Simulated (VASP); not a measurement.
Set up this calculation in VASP 6.6.1, as the native input.

```yaml
Task: single point
Functional: LDA
Potentials_or_basis: VASP PAW LDA potentials, release 64 (Au)
Cutoff: 520 eV
k_mesh: 4 × 4 × 4
Occupations: fermi-dirac, width 0.05 eV
Spin: no spin polarisation
Dipole_correction: no
Further_INCAR_settings: ALGO = Normal; EDIFF = 1e-06; NBANDS = 12
```

The structure of Au lies in POSCAR:

```
Au
1.0
    5.4725400000      0.0000000000      0.0000000000
    0.0000000000      5.4725400000      0.0000000000
    0.0000000000      0.0000000000      5.4725400000
Au
1
Direct
    0.0000000000      0.0000000000      0.0000000000
```

This isn't the form of Au at room conditions, which is fcc.

These files were run (other wordings do the same):

INCAR

```
SYSTEM = Au
PREC = Accurate
ENCUT = 520
EDIFF = 1E-6
ISMEAR = -1
SIGMA = 0.05
LREAL = .FALSE.
LASPH = .TRUE.
NELM = 100
ALGO = Normal
ISIF = 2
LWAVE = .FALSE.
LCHARG = .FALSE.
NBANDS = 12
```

KPOINTS

```
Automatic mesh
0
G
  4 4 4
  0 0 0
```

Potentials or basis: VASP PAW LDA potentials, release 64 (Au).

Launch:

```console
$ cat potpaw_LDA.64/Au/POTCAR > POTCAR
$ mpirun -np 1 vasp_std > vasp.out
```

Results of the run:

* Pressure: -0.3 GPa
* Band gap on the k mesh: zero (an odd number of electrons rules out a gap without spin polarisation)

Caveat: spin-orbit coupling is left out, which moves the levels of the heavy elements.

Wall time 29 s on 1 thread of Intel Xeon 8259CL, on a shared host, peak memory 0.2 GiB.
